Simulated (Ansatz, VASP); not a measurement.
# One calculation of TePtSe3, two programs

File INCAR:

```
SYSTEM = TePtSe3
PREC = Accurate ; ENCUT = 520
EDIFF = 1E-6 ; ISMEAR = 0
SIGMA = 0.1 ; LREAL = .FALSE.
LASPH = .TRUE. ; NELM = 100
ALGO = Normal ; ISIF = 2
LWAVE = .FALSE. ; LCHARG = .FALSE.
GGA = PE ; NBANDS = 25
```

KPOINTS

```
regular mesh
0
G
  4 4 2
  0 0 0
```

POSCAR

```
TePtSe3
1.0
    4.2772199600      0.0000000000      0.0000000000
    0.0000000000      4.2772199600      0.0000000000
    0.0000000000      0.0000000000      8.4491117700
Te Pt Se
1 1 3
Direct
    0.0000000000      0.0000000000      0.5000000000
    0.0000000000      0.0000000000      0.0000000000
    0.5000000000      0.5000000000      0.5000000000
    0.5000000000      0.5000000000      0.8456847300
    0.5000000000      0.5000000000      0.1543152700
```

Input for Ansatz:

```yaml
crystal:
  lattice:
    - [4.27721996, 0.0, 0.0]
    - [0.0, 4.27721996, 0.0]
    - [0.0, 0.0, 8.44911177]
  atoms:
    - { symbol: Te, position: [0.0, 0.0, 0.5] }
    - { symbol: Pt, position: [0.0, 0.0, 0.0] }
    - { symbol: Se, position: [0.5, 0.5, 0.5] }
    - { symbol: Se, position: [0.5, 0.5, 0.84568473] }
    - { symbol: Se, position: [0.5, 0.5, 0.15431527] }
basis:
  ecutwfc: 420
kpoints:
  mp_grid: { grid: [4, 4, 2] }
hamiltonian:
  xc: pbe
scf:
  occupations: { method: gaussian, width: 0.1 }
  lower_state_search: "off"
output:
  forces: true
  stress: true
  eigenvalues: true
```

Alike in both runs: task single point; functional PBE; k mesh 4 × 4 × 2; occupations gaussian, width 0.1 eV; no spin polarisation.

|  | VASP | Ansatz |
| --- | --- | --- |
| version | VASP 6.6.1 | Ansatz 0.2.0 |
| potentials or method | VASP PAW PBE potentials, release 64 (Te, Pt, Se), cutoff 520 eV | scalar-relativistic, plane waves, PAW |
| valence electrons in the cell | 34 | 82 |

```csv
,VASP,Ansatz,Ansatz less VASP
gap on the k mesh at the Fermi level (eV),none,none,-
pressure (GPa),-8.7,-8.7,+0.03
"traceless stress, the component that is largest in VASP (GPa)",2.67,2.67,+0.001
rms of the force components (eV/Å),0.639,0.641,+0.0023
```

Atom by atom the forces differ by 0.002 eV/Å (rms over components). A gap of «none» marks a metal or a gap that the smearing closes. With one functional, cell and mesh, what is left measures potentials, basis and numerics. VASP's potentials hold 34 valence electrons a cell and Ansatz's 82, so a difference there can come from the potentials and not from the codes.

The k mesh is coarse, so the values compare programs but aren't converged. Neither program's run includes spin-orbit coupling.
